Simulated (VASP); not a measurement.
# CrO2 (Fm-3m) in VASP: notebook

The runs below take CrO2 through single point, with LDA, PBE.

Everything below comes from runs of VASP 6.6.1. Logs are shortened: lines on timing, memory, paths and dates and some standing lists are left out, and cuts for length are marked.

## 1. The cell of the first run

Symmetry: Fm-3m, No. 225, cubic system. Conventional cell: a = 4.604 Å, b = 4.604 Å, c = 4.604 Å, α = 90.00°, β = 90.00°, γ = 90.00°. Cr (site symmetry m-3m) has 8 O at 1.99 Å within 2.6 Å. O (site symmetry -43m) has 4 Cr at 1.99 Å and 6 O at 2.30 Å within 2.6 Å.

## 2. Single point, LDA, collinear spin, ferromagnetic start

The input, INCAR:

```
PREC     = Accurate       # precision mode
ENCUT    = 520            # plane-wave cutoff, eV
EDIFF    = 1E-6           # SCF threshold, eV
ISMEAR   = -1             # smearing method
SIGMA    = 0.05           # smearing width, eV
LREAL    = False          # projectors in reciprocal space
LASPH    = True           # aspherical terms in the spheres
NELM     = 150            # most SCF steps
ALGO     = Normal         # electronic algorithm
ISIF     = 2              # what is computed and relaxed
LWAVE    = False          # write WAVECAR
LCHARG   = False          # write CHGCAR
ISPIN    = 2              # spin polarisation
MAGMOM   = 3 0 0          # initial moments
LORBIT   = 11             # projections on sites
LMAXMIX  = 4              # l up to which the mixer works
NBANDS   = 23             # bands
```

The input, KPOINTS:

```
Automatic mesh
0
Gamma
  7 7 7
```

The input, POSCAR:

```
CrO2
1.0
    0.0000000000      2.3022251418      2.3022251418
    2.3022251418      0.0000000000      2.3022251418
    2.3022251418      2.3022251418      0.0000000000
Cr O
1 2
Direct
    0.0000000000      0.0000000000      0.0000000000
    0.2500000000      0.2500000000      0.2500000000
    0.7500000000      0.7500000000      0.7500000000
```

Potentials or basis: VASP PAW LDA potentials, release 64 (Cr_pv, O).

Command:

```sh
$ cat potpaw_LDA.64/Cr_pv/POTCAR potpaw_LDA.64/O/POTCAR > POTCAR
$ mpirun -np 1 vasp_std > vasp.out
```

OUTCAR:

```text
PREC = Accurate
   ENCUT = 520
   EDIFF = 1E-6
   ISMEAR = -1
   LREAL = False
   LASPH = True
   NELM = 150
   ISIF = 2
   ISPIN = 2
   LORBIT = 11

 ion  position               nearest neighbor table
   1  0.000  0.000  0.000-   3 1.99   3 1.99   3 1.99   2 1.99   3 1.99   2 1.99   2 1.99   2 1.99

   2  0.250  0.250  0.250-   1 1.99   1 1.99   1 1.99   1 1.99
   3  0.750  0.750  0.750-   1 1.99   1 1.99   1 1.99   1 1.99

  LATTYP: Found a face centered cubic cell.
 ALAT       =     4.6044502836

  Lattice vectors:

 A1 = (   0.0000000000,   2.3022251418,   2.3022251418)
 A2 = (   2.3022251418,   0.0000000000,   2.3022251418)
 A3 = (   2.3022251418,   2.3022251418,   0.0000000000)

Analysis of symmetry for initial positions (statically):
=====================================================================
 Subroutine PRICEL returns:
 Original cell was already a primitive cell.

 Routine SETGRP: Setting up the symmetry group for a
 face centered cubic supercell.

 Subroutine GETGRP returns: Found 48 space group operations
 (whereof 48 operations were pure point group operations)
 out of a pool of 48 trial point group operations.

The static configuration has the point symmetry O_h .

Analysis of symmetry for dynamics (positions and initial velocities):
=====================================================================
 Subroutine PRICEL returns:
 Original cell was already a primitive cell.

 Routine SETGRP: Setting up the symmetry group for a
 face centered cubic supercell.

 Subroutine GETGRP returns: Found 48 space group operations
 (whereof 48 operations were pure point group operations)
 out of a pool of 48 trial point group operations.

The dynamic configuration has the point symmetry O_h .

Analysis of structural, dynamic, and magnetic symmetry:
=====================================================================
 Subroutine PRICEL returns:
 Original cell was already a primitive cell.

 Routine SETGRP: Setting up the symmetry group for a
 face centered cubic supercell.

 Subroutine GETGRP returns: Found 48 space group operations
 (whereof 48 operations were pure point group operations)
 out of a pool of 48 trial point group operations.

The overall configuration has the point symmetry O_h .

 Subroutine INISYM returns: Found 48 space group operations
 (whereof 48 operations are pure point group operations),
 and found     1 'primitive' translations

----------------------------------------------------------------------------------------

                                     Primitive cell

[... 111 lines left out ...]
   LORBIT       =     11    0 simple, 1 ext, 2 COOP (PROOUT), +10 PAW based schemes
   GGA     = CA    functional components
   LHFCALC =     F    Hartree Fock is set to
   AEXX    =    0.0000 exact exchange contribution
   IVDW    =     0    specifies the selected vdW correction
   LEPSILON=     F    determine dielectric tensor
   LRPA    =     F    only Hartree local field effects (RPA)
 spin polarized calculation
  energy-cutoff  :      520.00
  volume of cell :       24.40
 maximum number of plane-waves:       668
   NGX = 13   NGY = 13   NGZ = 13

 number of electron      24.0000004 magnetization       1.9996319

 Free energy of the ion-electron system (eV)
  ---------------------------------------------------
  ext. energy  EPLUGINS =         0.00000000
  ---------------------------------------------------
  free energy    TOTEN  =       -27.05182503 eV

  energy without entropy =      -27.05181049  energy(sigma->0) =      -27.05181776

 E-fermi :   8.0628     XC(G=0): -13.4935

 val. band max:        7.6324057337   @ k =  -0.1429   0.1429   0.0000
 cond. band min:       8.4557059991   @ k =   0.0000   0.0000   0.0000
 fundamental gap:      0.8233002655
 Fermi energy:         8.0627685469

 spin component 1

 k-point     1 :       0.0000    0.0000    0.0000
  band No.  band energies     occupation
      1     -36.5057      1.00000
      2     -36.5057      1.00000
      3     -36.5057      1.00000
      4     -13.1430      1.00000
      5      -7.9610      1.00000
      6       0.5037      1.00000
[... 509 lines left out ...]
     22      28.8302      0.00000
     23      29.7143      0.00000
 Fermi energy:         8.0627685469

 spin component 2

 k-point     1 :       0.0000    0.0000    0.0000
  band No.  band energies     occupation
      1     -34.5092      1.00000
      2     -34.5092      1.00000
      3     -34.5092      1.00000
      4     -13.1336      1.00000
      5      -8.0707      1.00000
      6       0.8365      1.00000
[... 509 lines left out ...]
     22      29.2963      0.00000
     23      30.3105      0.00000

------------------------ aborting loop because EDIFF is reached ----------------------------------------

  FORCE on cell =-STRESS in cart. coord.  units (eV):
  Direction    XX          YY          ZZ          XY          YZ          ZX
  --------------------------------------------------------------------------------------
  -------------------------------------------------------------------------------------
  Total        0.1253709      0.1253709      0.1253709      0.0000000     -0.0000000      0.0000000
  in kB        8.2306462      8.2306462      8.2306462      0.0000000     -0.0000000      0.0000000
  external PRESSURE =       8.2306462 kB  Pullay stress =       0.0000000 kB

 VOLUME and BASIS-vectors are now :
 -----------------------------------------------------------------------------
  energy-cutoff  :      520.00
  volume of cell :       24.40
      direct lattice vectors                 reciprocal lattice vectors
     0.000000000  2.302225142  2.302225142    -0.217181192  0.217181192  0.217181192
     2.302225142  0.000000000  2.302225142     0.217181192 -0.217181192  0.217181192
     2.302225142  2.302225142  0.000000000     0.217181192  0.217181192 -0.217181192

 POSITION                                       TOTAL-FORCE (eV/Angst)
 -----------------------------------------------------------------------------------
      0.00000      0.00000      0.00000         0.000000      0.000000      0.000000
      1.15111      1.15111      1.15111        -0.000000     -0.000000     -0.000000
      3.45334      3.45334      3.45334        -0.000000     -0.000000     -0.000000
 -----------------------------------------------------------------------------------
    total drift:                               -0.000000      0.000000      0.000000

  FREE ENERGIE OF THE ION-ELECTRON SYSTEM (eV)
  ---------------------------------------------------
  free  energy   TOTEN  =       -27.0518250301 eV

  energy  without entropy=      -27.0518104938  energy(sigma->0) =      -27.05181776

 total charge

# of ion       s       p       d       tot
------------------------------------------
    1        0.326   6.414   4.053  10.792
    2        1.573   3.448   0.000   5.021
    3        1.573   3.448   0.000   5.021
--------------------------------------------------
tot          3.472  13.309   4.053  20.834

 magnetization (x)

# of ion       s       p       d       tot
------------------------------------------
    1        0.028   0.031   2.024   2.084
    2       -0.002  -0.072   0.000  -0.074
    3       -0.002  -0.072   0.000  -0.074
--------------------------------------------------
tot          0.024  -0.112   2.024   1.936
```

Wall time 27 s (1 thread of Intel Xeon 8259CL, shared host); peak memory 0.14 GiB.

What came out:

| Quantity | Value |
| --- | --- |
| Free energy | -27.0518 eV |
| Pressure | 0.8 GPa |
| Band gap on the k mesh | 0.82 eV (least direct gap 1.05 eV) |
| Net moment | 2.00 μB per cell |
| Site moments | Cr +2.08; O -0.07 μB |
| Valence electrons inside the program's atomic spheres | Cr 10.79; O 5.02 |

Caveat: an empty level that is flat over the whole mesh can mark a ghost state of the potentials, or a narrow d or f band; an odd mesh through Γ misses points on the zone boundary, where band edges can lie; a cell with one magnetic atom can't hold antiferromagnetic order, which such compounds often take.

## 3. Single point, PBE, collinear spin, ferromagnetic start

This run uses another cell than the first one, of 8.70 Å³/atom.

The input, INCAR:

```
SYSTEM = CrO2
PREC = Accurate ; ENCUT = 520
EDIFF = 1E-6 ; ISMEAR = -1
SIGMA = 0.05 ; LREAL = .False.
LASPH = .True. ; NELM = 150
ALGO = Normal ; ISIF = 2
LWAVE = .False. ; LCHARG = .False.
ISPIN = 2 ; MAGMOM = 3 0 0
LORBIT = 11 ; LMAXMIX = 4
GGA = PE ; NBANDS = 23
```

The input, KPOINTS:

```
Automatic mesh
0
Gamma
  7 7 7
  0 0 0
```

The input, POSCAR:

```
CrO2
1.0
    0.0000000000      2.3542190386      2.3542190386
    2.3542190386      0.0000000000      2.3542190386
    2.3542190386      2.3542190386      0.0000000000
Cr O
1 2
Direct
    0.0000000000      0.0000000000      0.0000000000
    0.2500000000      0.2500000000      0.2500000000
    0.7500000000      0.7500000000      0.7500000000
```

Potentials or basis: VASP PAW PBE potentials, release 64 (Cr_pv, O).

Command:

```sh
$ cat potpaw_PBE.64/Cr_pv/POTCAR potpaw_PBE.64/O/POTCAR > POTCAR
$ mpirun -np 1 vasp_std > vasp.out
```

Wall time 62 s (1 thread of Intel Xeon 8259CL, shared host); peak memory 0.18 GiB.

It converged, with:

```
Free energy                                           : -24.3532 eV
Pressure                                              : 0.7 GPa
Band gap on the k mesh                                : 0.74 eV
Net moment                                            : 2.00 μB per cell
Site moments                                          : Cr +2.17; O -0.11 μB
Valence electrons inside the program's atomic spheres : Cr 10.60; O 5.01
```

Levels at points of the mesh, in eV from the valence-band top:
Spin up:
```csv
k point,band 11,band 12,band 13,band 14,band 15,band 16
"(0.00, 0.00, 0.00)",-0.91,-0.91,-0.91,3.18,3.18,3.18
```
Spin down:
| k point | band 9 | band 10 | band 11 | band 12 | band 13 | band 14 |
| --- | --- | --- | --- | --- | --- | --- |
| (0.00, 0.00, 0.00) | -1.09 | -1.09 | -1.09 | 1.41 | 1.41 | 4.25 |

Caveat: an empty level that is flat over the whole mesh can mark a ghost state of the potentials, or a narrow d or f band; an odd mesh through Γ misses points on the zone boundary, where band edges can lie; a cell with one magnetic atom can't hold antiferromagnetic order, which such compounds often take.
